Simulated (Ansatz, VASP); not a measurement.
# Two plane-wave programs on InF3

```
In F
1.0
     2.54463    1.46914    4.84768
    -2.54463    1.46914    4.84768
     0.00000   -2.93828    4.84768
In F
2 6
Cartesian
  0.0000 0.0000 0.0000
  0.0000 0.0000 7.2715
  0.7824 1.4691 8.4834
  -1.6635 -0.0570 8.4834
  0.8811 -1.4122 8.4834
  -0.7824 -1.4691 6.0596
  1.6635 0.0570 6.0596
  -0.8811 1.4122 6.0596
```

Alike in both runs: functional LDA; k mesh 6 × 6 × 6; occupations gaussian, width 0.02 eV; no spin polarisation.

Ansatz relaxed the structure, and its values are those at the end. VASP's run is a single point on that final structure, the one shown.

```csv
,VASP,Ansatz
version,VASP 6.6.1,Ansatz 0.2.0
potentials or method,"VASP PAW LDA potentials, release 64 (In_d, F), cutoff 520 eV","scalar-relativistic, plane waves, PAW"
valence electrons in the cell,68,68
```

```tsv
	VASP	Ansatz	Ansatz less VASP
gap on the k mesh at the Fermi level (eV)	4.26	4.27	+0.009
least direct gap on the mesh (eV)	4.27	4.28	+0.008
pressure (GPa)	0.6	0.0	-0.59
rms of the force components (eV/Å)	0.024	0.000	-0.0236
```

LDA's correlation is that of Perdew and Zunger in VASP and of Perdew and Wang (1992) in Ansatz.
